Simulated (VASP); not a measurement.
# GaSb3 (P4/mmm) in VASP: relaxation of cell and atoms with PBE

Aim: the relaxation of cell and atoms of GaSb3 with PBE.

Program: VASP 6.6.1. These are calculated values, not measurements. Logs are shortened: lines on timing, memory, paths and dates and some standing lists are left out, and cuts for length are marked.

### Step 1. The cell of the first run

The structure is tetragonal, space group P4/mmm (No. 123). The conventional cell has a = 4.683 Å, b = 4.683 Å, c = 4.635 Å, α = 90.00°, β = 90.00°, γ = 90.00°. Ga (site symmetry 4/mmm) has 12 Sb at 3.29 to 3.31 Å within 4.3 Å. Sb (site symmetry mmm) has 4 Ga at 3.29 Å and 8 Sb at 3.29 to 3.31 Å within 4.3 Å. Sb (site symmetry 4/mmm) has 8 Sb at 3.29 Å and 4 Ga at 3.31 Å within 4.3 Å.

### Step 2. Relaxation of cell and atoms, PBE

File INCAR:

```
SYSTEM = GaSb3
ALGO = Normal
EDIFF = 1E-7
EDIFFG = -0.01
ENCUT = 500
GGA = PE
GGA_COMPAT = .False.
IBRION = 2
ISIF = 3
ISMEAR = 0
LASPH = .True.
LCHARG = .False.
LREAL = .False.
LWAVE = .False.
NELM = 120
NELMIN = 4
NSW = 100
PREC = Accurate
SIGMA = 0.1
```

File KPOINTS:

```
k-points
0
Gamma
  10 10 10
  0 0 0
```

File POSCAR:

```
GaSb3
1.0
    4.6828069758      0.0000000000      0.0000000000
    0.0000000000      4.6828069758      0.0000000000
    0.0000000000      0.0000000000      4.6346742560
Ga Sb
1 3
Direct
    0.0000000000      0.0000000000      0.0000000000
    0.0000000000      0.5000000000      0.5000000000
    0.5000000000      0.0000000000      0.5000000000
    0.5000000000      0.5000000000      0.0000000000
```

Potentials or basis: VASP PAW PBE potentials, release 64 (Ga_d, Sb_d_GW).

On the command line:

```console
$ cat potpaw_PBE.64/Ga_d/POTCAR potpaw_PBE.64/Sb_d_GW/POTCAR > POTCAR
$ mpirun -np 1 vasp_std > vasp.out
```

OUTCAR:

```text
SYSTEM = GaSb3
   EDIFF = 1E-7
   EDIFFG = -0.01
   ENCUT = 500
   GGA = PE
   IBRION = 2
   ISIF = 3
   ISMEAR = 0
   LASPH = .True.
   LREAL = .False.
   NELM = 120
   NELMIN = 4
   NSW = 100
   PREC = Accurate

 ion  position               nearest neighbor table
   1  0.000  0.000  0.000-
   2  0.000  0.500  0.500-   4 3.29   4 3.29   4 3.29   4 3.29   3 3.31   3 3.31   3 3.31   3 3.31

   3  0.500  0.000  0.500-   4 3.29   4 3.29   4 3.29   4 3.29   2 3.31   2 3.31   2 3.31   2 3.31

   4  0.500  0.500  0.000-   2 3.29   3 3.29   2 3.29   3 3.29   3 3.29   3 3.29   2 3.29   2 3.29

  LATTYP: Found a simple tetragonal cell.
 ALAT       =     4.6828069758
 C/A-ratio  =     0.9897213957

  Lattice vectors:

 A1 = (   4.6828069758,   0.0000000000,   0.0000000000)
 A2 = (   0.0000000000,   4.6828069758,   0.0000000000)
 A3 = (   0.0000000000,   0.0000000000,   4.6346742560)

Analysis of symmetry for initial positions (statically):
=====================================================================
 Subroutine PRICEL returns:
 Original cell was already a primitive cell.

 Routine SETGRP: Setting up the symmetry group for a
 simple tetragonal supercell.

 Subroutine GETGRP returns: Found 16 space group operations
 (whereof 16 operations were pure point group operations)
 out of a pool of 16 trial point group operations.

The static configuration has the point symmetry D_4h.

Analysis of symmetry for dynamics (positions and initial velocities):
=====================================================================
 Subroutine PRICEL returns:
 Original cell was already a primitive cell.

 Routine SETGRP: Setting up the symmetry group for a
 simple tetragonal supercell.

 Subroutine GETGRP returns: Found 16 space group operations
 (whereof 16 operations were pure point group operations)
 out of a pool of 16 trial point group operations.

The dynamic configuration has the point symmetry D_4h.

 Subroutine INISYM returns: Found 16 space group operations
 (whereof 16 operations are pure point group operations),
 and found     1 'primitive' translations

----------------------------------------------------------------------------------------

                                     Primitive cell

  volume of cell :     101.6323

  direct lattice vectors                    reciprocal lattice vectors
     4.682806976  0.000000000  0.000000000     0.213547132  0.000000000  0.000000000
     0.000000000  4.682806976  0.000000000     0.000000000  0.213547132  0.000000000
     0.000000000  0.000000000  4.634674256     0.000000000  0.000000000  0.215764894

  length of vectors
     4.682806976  4.682806976  4.634674256     0.213547132  0.213547132  0.215764894

  position of ions in fractional coordinates (direct lattice)
     0.000000000  0.000000000  0.000000000
     0.000000000  0.500000000  0.500000000
     0.500000000  0.000000000  0.500000000
     0.500000000  0.500000000  0.000000000

  ion indices of the primitive-cell ions
   primitive index   ion index
                 1           1
                 2           2
                 3           3
                 4           4

----------------------------------------------------------------------------------------

 KPOINTS: k-points

Automatic generation of k-mesh.
 Grid dimensions read from file:
 generate k-points for:   10   10   10

 Generating k-lattice:

  Cartesian coordinates                     Fractional coordinates (reciprocal lattice)
     0.021354713  0.000000000  0.000000000     0.100000000  0.000000000  0.000000000
     0.000000000  0.021354713  0.000000000     0.000000000  0.100000000  0.000000000
     0.000000000  0.000000000  0.021576489     0.000000000  0.000000000  0.100000000

  Length of vectors
     0.021354713  0.021354713  0.021576489

  Shift w.r.t. Gamma in fractional coordinates (k-lattice)
     0.000000000  0.000000000  0.000000000

 Subroutine IBZKPT returns following result:
 ===========================================

 Found    126 irreducible k-points:

 Following reciprocal coordinates:
            Coordinates               Weight
  0.000000  0.000000  0.000000      1.000000
  0.100000  0.000000  0.000000      4.000000
  0.200000  0.000000  0.000000      4.000000
  0.300000  0.000000  0.000000      4.000000
  0.400000  0.000000  0.000000      4.000000
  0.500000  0.000000  0.000000      2.000000
[... 16 lines left out ...]
  0.100000  0.000000  0.100000      8.000000
  0.200000  0.000000  0.100000      8.000000
 [... further k-points ...]
   k-points           NKPTS =    126   k-points in BZ     NKDIM =    126   number of bands    NBANDS=     34
   number of dos      NEDOS =    301   number of ions     NIONS =      4
   total plane-waves  NPLWV =  46656
   dimension x,y,z NGX =    36 NGY =   36 NGZ =   36
   dimension x,y,z NGXF=    72 NGYF=   72 NGZF=   72
   ions per type =               1   3
   NGX,Y,Z   is equivalent  to a cutoff of  12.78, 12.78, 12.91 a.u.
   NGXF,Y,Z  is equivalent  to a cutoff of  25.56, 25.56, 25.83 a.u.
 SYSTEM =  GaSb3
   PREC   = accura    normal or accurate (medium, high low for compatibility)
   ISTART =      0    job   : 0-new  1-cont  2-samecut
   ICHARG =      2    charge: 1-file 2-atom 10-const
   ISPIN  =      1    spin polarized calculation?
   LNONCOLLINEAR =      F non collinear calculations
   LSORBIT =      F    spin-orbit coupling
   LASPH  =      T    aspherical Exc in radial PAW
   ENCUT  =  500.0 eV  36.75 Ry    6.06 a.u.   8.54  8.54  8.45*2*pi/ulx,y,z
   NELM   =    120;   NELMIN=  4; NELMDL= -5     # of ELM steps
   EDIFF  = 0.1E-06   stopping-criterion for ELM
   LREAL  =      F    real-space projection
   EDIFFG = -.1E-01   stopping-criterion for IOM
   NSW    =    100    number of steps for IOM
   IBRION =      2    ionic relax: 0-MD 1-quasi-New 2-CG
   NFREE  =      1    steps in history (QN), initial steepest desc. (CG)
   ISIF   =      3    stress and relaxation
   ISYM   =      2    0-nonsym 1-usesym 2-fastsym
   POTIM  = 0.5000    time-step for ionic-motion
   TEBEG  =    0.0;   TEEND  =   0.0 temperature during run
   PSTRESS=    0.0 pullay stress
   NELECT =      58.0000    total number of electrons
   NUPDOWN=      -1.0000    fix difference up-down
   EMIN   =  10.00;   EMAX   =-10.00  energy-range for DOS
   EFERMI =   0.00;   METHOD = LEGACY
   ISMEAR =     0;   SIGMA  =   0.10  broadening in eV -4-tet -1-fermi 0-gaus
   EFERMI_NEDOS =   21; number of points for ismear=-14 and -15
   IALGO  =     38    algorithm
   IMIX   =      4    mixing-type and parameters
     AMIX     =   0.40;   BMIX     =  1.00
     AMIX_MAG =   1.60;   BMIX_MAG =  1.00
  volume/ion in A,a.u.               =      25.41       171.46
  Fermi-wavevector in a.u.,A,eV,Ry     =   1.357918  2.566093 25.088349  1.843942
  Thomas-Fermi vector in A             =   2.484796
   LORBIT       =      0    0 simple, 1 ext, 2 COOP (PROOUT), +10 PAW based schemes
   GGA     = PE    functional components
   LHFCALC =     F    Hartree Fock is set to
   AEXX    =    0.0000 exact exchange contribution
   IVDW    =     0    specifies the selected vdW correction
   LEPSILON=     F    determine dielectric tensor
   LRPA    =     F    only Hartree local field effects (RPA)
 conjugate gradient relaxation of ions
 non-spin polarized calculation
 Gauss-broadening in eV      SIGMA  =   0.10
  energy-cutoff  :      500.00
  volume of cell :      101.63
 maximum number of plane-waves:      2602
 NGX is ok and might be reduce to    36
   NGX = 17   NGY = 17   NGZ = 17

--------------------------------------- Ionic step        1  -------------------------------------------

 number of electron      57.9999957 magnetization

 Free energy of the ion-electron system (eV)
  ---------------------------------------------------
  ext. energy  EPLUGINS =         0.00000000
  ---------------------------------------------------
  free energy    TOTEN  =       -14.56836090 eV

  energy without entropy =      -14.55910740  energy(sigma->0) =      -14.56373415

------------------------ aborting loop because EDIFF is reached ----------------------------------------

  FORCE on cell =-STRESS in cart. coord.  units (eV):
  Direction    XX          YY          ZZ          XY          YZ          ZX
  --------------------------------------------------------------------------------------
  -------------------------------------------------------------------------------------
  Total        1.1491443      1.1491443      1.1648893      0.0000000      0.0000000      0.0000000
  in kB       18.1156293     18.1156293     18.3638404      0.0000000      0.0000000      0.0000000
  external PRESSURE =      18.1983663 kB  Pullay stress =       0.0000000 kB
[... 61 lines left out ...]
  energy  without entropy=      -14.5752384566  energy(sigma->0) =      -14.58054488

--------------------------------------- Ionic step        3  -------------------------------------------

 number of electron      57.9999968 magnetization

 Free energy of the ion-electron system (eV)
  ---------------------------------------------------
  ext. energy  EPLUGINS =         0.00000000
  ---------------------------------------------------
  free energy    TOTEN  =       -14.58709742 eV

  energy without entropy =      -14.57679071  energy(sigma->0) =      -14.58194407

 E-fermi :   5.7163     XC(G=0): -10.4483

 val. band max:        5.7159875088   @ k =   0.5000   0.1000   0.5000
 cond. band min:       5.7196061131   @ k =   0.5000   0.1000   0.5000
 fundamental gap:      0.0036186043
 Fermi energy:         5.7163444414

 k-point     1 :       0.0000    0.0000    0.0000
  band No.  band energies     occupation
      1     -23.5711      2.00000
      2     -23.5711      2.00000
      3     -23.5683      2.00000
      4     -23.5648      2.00000
      5     -23.5071      2.00000
      6     -23.5041      2.00000
[... 877 lines left out ...]
     33       7.2771      0.00000
     34      10.3290      0.00000

 [... further k-points ...]
[... 5 lines left out ...]
  --------------------------------------------------------------------------------------
  -------------------------------------------------------------------------------------
  Total        0.0069096      0.0069096     -0.0068330      0.0000000      0.0000000      0.0000000
  in kB        0.1054092      0.1054092     -0.1042398      0.0000000      0.0000000      0.0000000
  external PRESSURE =       0.0355262 kB  Pullay stress =       0.0000000 kB
[... 19 lines left out ...]
  FREE ENERGIE OF THE ION-ELECTRON SYSTEM (eV)
  ---------------------------------------------------
  free  energy   TOTEN  =       -14.5870974199 eV

  energy  without entropy=      -14.5767907106  energy(sigma->0) =      -14.58194407

 reached required accuracy - stopping structural energy minimisation
```

Run time: 9.2 min. Hardware: 1 thread of Intel Xeon 6975P-C (Granite Rapids), shared host; peak memory 0.51 GiB.

What came out:

- Free energy: -14.5871 eV
- Relaxed volume: 26.26 Å³/atom
- Relaxed cell: a = 4.734 Å, b = 4.734 Å, c = 4.686 Å, α = 90.00°, β = 90.00°, γ = 90.00°
- Space group after relaxing (to 0.1 Å): Pm-3m (No. 221)
- Energy gained by relaxing: 4.7 meV/atom
- Ionic steps: 3
- Pressure after relaxing: 0.0 GPa
- Band gap on the k mesh: zero (bands 29 and 30 overlap by 4.86 eV)

The path:
| step | energy change (eV) | largest force (eV/Å) | pressure (GPa) | volume (Å³) |
| --- | --- | --- | --- | --- |
| 1 | 0.0000 | 0.0000 | 1.82 | 101.63 |
| 2 | -0.0175 | 0.0000 | -0.44 | 105.94 |
| 3 | -0.0187 | 0.0000 | 0.00 | 105.02 |

Final structure:
```xyz
4
Lattice="4.7341 0.0000 0.0000 0.0000 4.7341 0.0000 0.0000 0.0000 4.6861" Properties=species:S:1:pos:R:3 pbc="T T T"
Ga    0.0000    0.0000    0.0000
Sb    0.0000    2.3670    2.3431
Sb    2.3670    0.0000    2.3431
Sb    2.3670    2.3670    0.0000
```

Levels at points of the mesh, in eV from the Fermi level:
```tsv
k point	band 25	band 26	band 27	band 28	band 29	band 30	band 31	band 32	band 33	band 34
(0.00, 0.00, 0.00)	-4.39	-4.30	-4.27	0.72	0.72	0.73	1.73	1.73	1.74	4.68
(0.50, 0.00, 0.00)	-3.04	-2.95	-2.09	-2.01	-1.06	-0.82	1.72	2.42	2.44	2.47
(0.50, 0.50, 0.00)	-2.34	-1.39	-1.39	-1.31	-1.04	-1.04	-1.00	0.92	3.50	3.78
(0.00, 0.00, 0.50)	-2.98	-2.98	-2.06	-2.06	-1.13	-0.87	1.82	2.36	2.36	2.50
(0.50, 0.00, 0.50)	-2.46	-1.50	-1.49	-1.36	-1.13	-1.10	-1.09	0.86	3.64	3.91
(0.50, 0.50, 0.50)	-5.41	-5.03	-5.03	-5.01	3.76	3.92	4.02	4.13	4.13	5.81
```

Caveat: spin-orbit coupling is left out, which moves the levels of the heavy elements.
